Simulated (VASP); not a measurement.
# SnS2 (P-3m1) in VASP: notebook

SnS2 is run at these levels: LDA; tasks: single point.

Program: VASP 6.6.1. These are calculated values, not measurements. Logs are shortened: lines on timing, memory, paths and dates and some standing lists are left out, and cuts for length are marked.

### Step 1. The cell of the first run

It takes space group P-3m1 (No. 164, trigonal). The conventional cell has a = 3.663 Å, b = 3.663 Å, c = 5.907 Å, α = 90.00°, β = 90.00°, γ = 120.00°. Sn (site symmetry -3m) has 6 S at 2.58 Å within 3.4 Å. S (site symmetry 3m) has 3 Sn at 2.58 Å within 3.4 Å.

### Step 2. Single point, LDA

INCAR

```
SYSTEM = SnS2
PREC = Accurate ; ENCUT = 500
EDIFF = 1E-6 ; ISMEAR = 0
SIGMA = 0.01 ; LREAL = .FALSE.
LASPH = .TRUE. ; NELM = 120
ALGO = Normal ; ISIF = 2
LWAVE = .FALSE. ; LCHARG = .FALSE.
GGA = CA ; NBANDS = 20
GGA_COMPAT = .FALSE.
```

KPOINTS

```
regular mesh
0
G
  5 5 3
  0 0 0
```

POSCAR

```
SnS2
1.0
    3.6631000401      0.0000000000      0.0000000000
   -1.8315500200      3.1723372440      0.0000000000
    0.0000000000      0.0000000000      5.9068620597
Sn S
1 2
Direct
    0.0000000000      0.0000000000      0.0000000000
    0.3333333333      0.6666666667      0.2500000000
    0.6666666667      0.3333333333      0.7500000000
```

Potentials or basis: VASP PAW LDA potentials, release 64 (Sn_d, S).

Started as:

```bash
$ cat potpaw_LDA.64/Sn_d/POTCAR potpaw_LDA.64/S/POTCAR > POTCAR
$ mpirun -np 1 vasp_std > vasp.out
```

OUTCAR:

```text
SYSTEM = SnS2
   PREC = Accurate
   ENCUT = 500
   EDIFF = 1E-6
   ISMEAR = 0
   LREAL = .FALSE.
   LASPH = .TRUE.
   NELM = 120
   ISIF = 2
   GGA = CA

 ion  position               nearest neighbor table
   1  0.000  0.000  0.000-   2 2.58   3 2.58   3 2.58   2 2.58   3 2.58   2 2.58
   2  0.333  0.667  0.250-   1 2.58   1 2.58   1 2.58
   3  0.667  0.333  0.750-   1 2.58   1 2.58   1 2.58

  LATTYP: Found a hexagonal cell.
 ALAT       =     3.6631000401
 C/A-ratio  =     1.6125309151

  Lattice vectors:

 A1 = (   3.6631000401,   0.0000000000,   0.0000000000)
 A2 = (  -1.8315500200,   3.1723372440,   0.0000000000)
 A3 = (   0.0000000000,   0.0000000000,   5.9068620597)

Analysis of symmetry for initial positions (statically):
=====================================================================
 Subroutine PRICEL returns:
 Original cell was already a primitive cell.

 Routine SETGRP: Setting up the symmetry group for a
 hexagonal supercell.

 Subroutine GETGRP returns: Found 12 space group operations
 (whereof 12 operations were pure point group operations)
 out of a pool of 24 trial point group operations.

The static configuration has the point symmetry D_3d.

Analysis of symmetry for dynamics (positions and initial velocities):
=====================================================================
 Subroutine PRICEL returns:
 Original cell was already a primitive cell.

 Routine SETGRP: Setting up the symmetry group for a
 hexagonal supercell.

 Subroutine GETGRP returns: Found 12 space group operations
 (whereof 12 operations were pure point group operations)
 out of a pool of 24 trial point group operations.

The dynamic configuration has the point symmetry D_3d.

 Subroutine INISYM returns: Found 12 space group operations
 (whereof 12 operations are pure point group operations),
 and found     1 'primitive' translations

----------------------------------------------------------------------------------------

                                     Primitive cell

  volume of cell :      68.6412

  direct lattice vectors                    reciprocal lattice vectors
     3.663100040  0.000000000  0.000000000     0.272992817  0.157612499  0.000000000
    -1.831550020  3.172337244  0.000000000     0.000000000  0.315224998  0.000000000
     0.000000000  0.000000000  5.906862060     0.000000000  0.000000000  0.169294625

  length of vectors
     3.663100040  3.663099653  5.906862060     0.315224964  0.315224998  0.169294625

[... 68 lines left out ...]
   NELM   =    120;   NELMIN=  2; NELMDL= -5     # of ELM steps
   EDIFF  = 0.1E-05   stopping-criterion for ELM
   LREAL  =      F    real-space projection
   EDIFFG = 0.1E-04   stopping-criterion for IOM
   NSW    =      0    number of steps for IOM
   IBRION =     -1    ionic relax: 0-MD 1-quasi-New 2-CG
   NFREE  =      0    steps in history (QN), initial steepest desc. (CG)
   ISIF   =      2    stress and relaxation
   ISYM   =      2    0-nonsym 1-usesym 2-fastsym
   POTIM  = 0.5000    time-step for ionic-motion
   TEBEG  =    0.0;   TEEND  =   0.0 temperature during run
   PSTRESS=    0.0 pullay stress
   NELECT =      26.0000    total number of electrons
   NUPDOWN=      -1.0000    fix difference up-down
   EMIN   =  10.00;   EMAX   =-10.00  energy-range for DOS
   EFERMI =   0.00;   METHOD = LEGACY
   ISMEAR =     0;   SIGMA  =   0.01  broadening in eV -4-tet -1-fermi 0-gaus
   EFERMI_NEDOS =   21; number of points for ismear=-14 and -15
   IALGO  =     38    algorithm
   IMIX   =      4    mixing-type and parameters
     AMIX     =   0.40;   BMIX     =  1.00
     AMIX_MAG =   1.60;   BMIX_MAG =  1.00
  volume/ion in A,a.u.               =      22.88       154.40
  Fermi-wavevector in a.u.,A,eV,Ry     =   1.184507  2.238394 19.089747  1.403057
  Thomas-Fermi vector in A             =   2.320720
   LORBIT       =      0    0 simple, 1 ext, 2 COOP (PROOUT), +10 PAW based schemes
   GGA     = CA    functional components
   LHFCALC =     F    Hartree Fock is set to
   AEXX    =    0.0000 exact exchange contribution
   IVDW    =     0    specifies the selected vdW correction
   LEPSILON=     F    determine dielectric tensor
   LRPA    =     F    only Hartree local field effects (RPA)
 non-spin polarized calculation
 Gauss-broadening in eV      SIGMA  =   0.01
  energy-cutoff  :      500.00
  volume of cell :       68.64
 maximum number of plane-waves:      1761
 NGX is ok and might be reduce to    28
   NGX = 13   NGY = 13   NGZ = 21

 number of electron      26.0000009 magnetization

 Free energy of the ion-electron system (eV)
  ---------------------------------------------------
  ext. energy  EPLUGINS =         0.00000000
  ---------------------------------------------------
  free energy    TOTEN  =       -15.02953535 eV

  energy without entropy =      -15.02953535  energy(sigma->0) =      -15.02953535

 E-fermi :   4.5170     XC(G=0):  -9.9369

 val. band max:        4.4266802830   @ k =   0.0000   0.0000   0.0000
 cond. band min:       5.6870098078   @ k =   0.0000   0.4000   0.3333
 fundamental gap:      1.2603295248
 Fermi energy:         4.5169761168

 k-point     1 :       0.0000    0.0000    0.0000
  band No.  band energies     occupation
      1     -16.4609      2.00000
      2     -16.4609      2.00000
      3     -16.4169      2.00000
      4     -16.3904      2.00000
      5     -16.3904      2.00000
      6      -9.3013      2.00000
[... 265 lines left out ...]
     19      13.6817      0.00000
     20      14.6675      0.00000

------------------------ aborting loop because EDIFF is reached ----------------------------------------

  FORCE on cell =-STRESS in cart. coord.  units (eV):
  Direction    XX          YY          ZZ          XY          YZ          ZX
  --------------------------------------------------------------------------------------
  -------------------------------------------------------------------------------------
  Total       -0.9097298     -0.9097295     -0.9740044     -0.0000000      0.0000000      0.0000000
  in kB      -21.2343044    -21.2342985    -22.7345598     -0.0000000      0.0000000      0.0000000
  external PRESSURE =     -21.7343876 kB  Pullay stress =       0.0000000 kB

 VOLUME and BASIS-vectors are now :
 -----------------------------------------------------------------------------
  energy-cutoff  :      500.00
  volume of cell :       68.64
      direct lattice vectors                 reciprocal lattice vectors
     3.663100040  0.000000000  0.000000000     0.272992817  0.157612499  0.000000000
    -1.831550020  3.172337244  0.000000000     0.000000000  0.315224998  0.000000000
     0.000000000  0.000000000  5.906862060     0.000000000  0.000000000  0.169294625

 POSITION                                       TOTAL-FORCE (eV/Angst)
 -----------------------------------------------------------------------------------
      0.00000      0.00000      0.00000        -0.000000     -0.000000      0.000000
     -0.00000      2.11489      1.47672         0.000000      0.000000     -0.214878
      1.83155      1.05745      4.43015        -0.000000     -0.000000      0.214878
 -----------------------------------------------------------------------------------
    total drift:                               -0.000000     -0.000000     -0.000000

  FREE ENERGIE OF THE ION-ELECTRON SYSTEM (eV)
  ---------------------------------------------------
  free  energy   TOTEN  =       -15.0295353508 eV

  energy  without entropy=      -15.0295353508  energy(sigma->0) =      -15.02953535
```

OSZICAR:

```text
N       E                     dE             d eps       ncg     rms          rms(c)
DAV:   1     0.207078863340E+03    0.20708E+03   -0.11956E+04   488   0.148E+03
DAV:   2     0.989370145154E+01   -0.19719E+03   -0.18955E+03   512   0.395E+02
DAV:   3    -0.145980815302E+02   -0.24492E+02   -0.24120E+02   584   0.118E+02
DAV:   4    -0.155301086725E+02   -0.93203E+00   -0.92972E+00   588   0.241E+01
DAV:   5    -0.155551195458E+02   -0.25011E-01   -0.25005E-01   668   0.415E+00    0.842E+00
DAV:   6    -0.150772295368E+02    0.47789E+00   -0.91359E-01   740   0.102E+01    0.591E+00
DAV:   7    -0.150348013615E+02    0.42428E-01   -0.24642E-01   604   0.303E+00    0.181E+00
DAV:   8    -0.150299586694E+02    0.48427E-02   -0.23884E-02   664   0.143E+00    0.570E-01
DAV:   9    -0.150295387045E+02    0.41996E-03   -0.20060E-03   592   0.334E-01    0.150E-01
DAV:  10    -0.150295337642E+02    0.49403E-05   -0.30516E-04   564   0.110E-01    0.631E-02
DAV:  11    -0.150295357030E+02   -0.19388E-05   -0.24315E-05   564   0.331E-02    0.166E-02
DAV:  12    -0.150295353508E+02    0.35225E-06   -0.15976E-06   412   0.897E-03
   1 F= -.15029535E+02 E0= -.15029535E+02  d E =-.293001E-39
```

stdout:

```text
POSCAR found type information on POSCAR SnS
 POSCAR found :  2 types and       3 ions
 scaLAPACK will be used
 LDA part: xc-table for (Slater(with rela. corr.)+CA(PZ))
 , standard interpolation
 POSCAR, INCAR and KPOINTS ok, starting setup
 FFT: planning ... GRIDC
 FFT: planning ... GRID_SOFT
 FFT: planning ... GRID
 WAVECAR not read
 entering main loop
```

Run time: 10 s. Hardware: 1 thread of Intel Xeon Platinum 8259CL at 2.50GHz (Skylake/Cascade Lake), shared host; peak memory 0.16 GiB.

What came out:

- Free energy: -15.0295 eV
- Pressure: -2.2 GPa
- Largest force: 0.215 eV/Å
- Band gap on the k mesh: 1.26 eV (least direct gap 1.65 eV)

Forces on the atoms (eV/Å):
```
Sn   0.000  0.000  0.000
S    0.000  0.000 -0.215
S    0.000  0.000  0.215
```

Stress tensor (GPa, compression positive):
```
-2.12  0.00  0.00
 0.00 -2.12  0.00
 0.00  0.00 -2.27
```

Caveat: spin-orbit coupling is left out, which moves the levels of the heavy elements; an odd mesh through Γ misses points on the zone boundary, where band edges can lie.

### Step 3. Single point, LDA

This run uses another cell than the first one, of 23.33 Å³/atom.

INCAR

```
SYSTEM = SnS2
  PREC = Accurate
  ENCUT = 500
  EDIFF = 1E-6
  ISMEAR = 0
  SIGMA = 0.01
  LREAL = .FALSE.
  LASPH = .TRUE.
  NELM = 120
  ALGO = Normal
  ISIF = 2
  LWAVE = .FALSE.
  LCHARG = .FALSE.
  GGA = CA
  NBANDS = 20
  GGA_COMPAT = .FALSE.
```

KPOINTS

```
Automatic mesh
0
G
  5 5 3
  0 0 0
```

POSCAR

```
SnS2
1.0
    3.6868870705      0.0000000000      0.0000000000
   -1.8434435353      3.1929374137      0.0000000000
    0.0000000000      0.0000000000      5.9452193816
Sn S
1 2
Direct
    0.0000000000      0.0000000000      0.0000000000
    0.3333333333      0.6666666667      0.2500000000
    0.6666666667      0.3333333333      0.7500000000
```

Potentials or basis: VASP PAW LDA potentials, release 64 (Sn_d, S).

Started as:

```bash
$ cat potpaw_LDA.64/Sn_d/POTCAR potpaw_LDA.64/S/POTCAR > POTCAR
$ mpirun -np 1 vasp_std > vasp.out
```

Wall time 10 s (1 thread of Intel Xeon Platinum 8259CL at 2.50GHz (Skylake/Cascade Lake), shared host); peak memory 0.16 GiB.

Results (log left out):

- Free energy: -15.0056 eV
- Pressure: -3.6 GPa
- Largest force: 0.384 eV/Å
- Band gap on the k mesh: 1.22 eV (least direct gap 1.54 eV)

Forces in eV/Å, atoms in the order of the input:
```
Sn   0.000  0.000  0.000
S    0.000  0.000 -0.384
S    0.000  0.000  0.384
```

Levels at points of the mesh, in eV from the valence-band top:
```
           k point  band 11  band 12  band 13  band 14  band 15  band 16
(0.00, 0.00, 0.00)    -0.35    -0.35     0.00     1.54     3.42     5.21
```

Caveat: the cell stands under tension; spin-orbit coupling is left out, which moves the levels of the heavy elements; an odd mesh through Γ misses points on the zone boundary, where band edges can lie.

### Step 4. Single point, LDA

This run uses another cell than the first one, of 23.78 Å³/atom.

INCAR

```
SYSTEM = SnS2
PREC = Accurate
ENCUT = 500
EDIFF = 1E-6
ISMEAR = 0
SIGMA = 0.01
LREAL = .False.
LASPH = .True.
NELM = 120
ALGO = Normal
ISIF = 2
LWAVE = .False.
LCHARG = .False.
NBANDS = 20
GGA_COMPAT = .False.
```

KPOINTS

```
regular mesh
0
Gamma
  5 5 3
  0 0 0
```

POSCAR

```
SnS2
1.0
    3.7103710608      0.0000000000      0.0000000000
   -1.8551855304      3.2132751430      0.0000000000
    0.0000000000      0.0000000000      5.9830880420
Sn S
1 2
Direct
    0.0000000000      0.0000000000      0.0000000000
    0.3333333333      0.6666666667      0.2500000000
    0.6666666667      0.3333333333      0.7500000000
```

Started as:

```bash
$ cat potpaw_LDA.64/Sn_d/POTCAR potpaw_LDA.64/S/POTCAR > POTCAR
$ mpirun -np 1 vasp_std > vasp.out
```

Run time: 10 s. Hardware: 1 thread of Intel Xeon Platinum 8259CL at 2.50GHz (Skylake/Cascade Lake), shared host; peak memory 0.16 GiB.

The run converged. Its results:

```
Free energy            : -14.9707 eV
Pressure               : -4.8 GPa
Largest force          : 0.540 eV/Å
Band gap on the k mesh : 1.19 eV (least direct gap 1.44 eV)
```

Forces in eV/Å, atoms in the order of the input:
```
Sn   0.000  0.000  0.000
S    0.000  0.000 -0.540
S    0.000  0.000  0.540
```

Stress tensor (GPa, compression positive):
```
-4.84  0.00  0.00
 0.00 -4.84  0.00
 0.00  0.00 -4.71
```

Levels at points of the mesh, in eV from the valence-band top:
| k point | band 10 | band 11 | band 12 | band 13 | band 14 | band 15 | band 16 | band 17 |
| --- | --- | --- | --- | --- | --- | --- | --- | --- |
| (0.00, 0.00, 0.00) | -0.60 | -0.33 | -0.33 | 0.00 | 1.44 | 3.40 | 5.16 | 5.16 |

Caveat: the cell stands under tension; spin-orbit coupling is left out, which moves the levels of the heavy elements; an odd mesh through Γ misses points on the zone boundary, where band edges can lie.

### Step 5. The runs side by side

```csv
cell,gap on the mesh (eV),pressure (GPa),largest force (eV/Å)
"a = 3.663, b = 3.663, c = 5.907 Å, angles 90.0, 90.0, 120.0°, 3 atoms",1.26,-2.2,0.21
"a = 3.687, b = 3.687, c = 5.945 Å, angles 90.0, 90.0, 120.0°, 3 atoms",1.22,-3.6,0.38
"a = 3.710, b = 3.710, c = 5.983 Å, angles 90.0, 90.0, 120.0°, 3 atoms",1.19,-4.8,0.54
```

Alike in all rows: task single point; level LDA; potentials or basis VASP PAW LDA potentials, release 64 (Sn_d, S); no spin polarisation; k mesh 5 × 5 × 3; cutoff (eV) 500; smearing gaussian 0.01 eV.

Caveats: spin-orbit coupling is left out, which moves the levels of the heavy elements; an odd mesh through Γ misses points on the zone boundary, where band edges can lie; the cell stands under tension (at least some runs).

Total energies depend on the potentials used, so only differences within one code and one set of settings carry meaning.
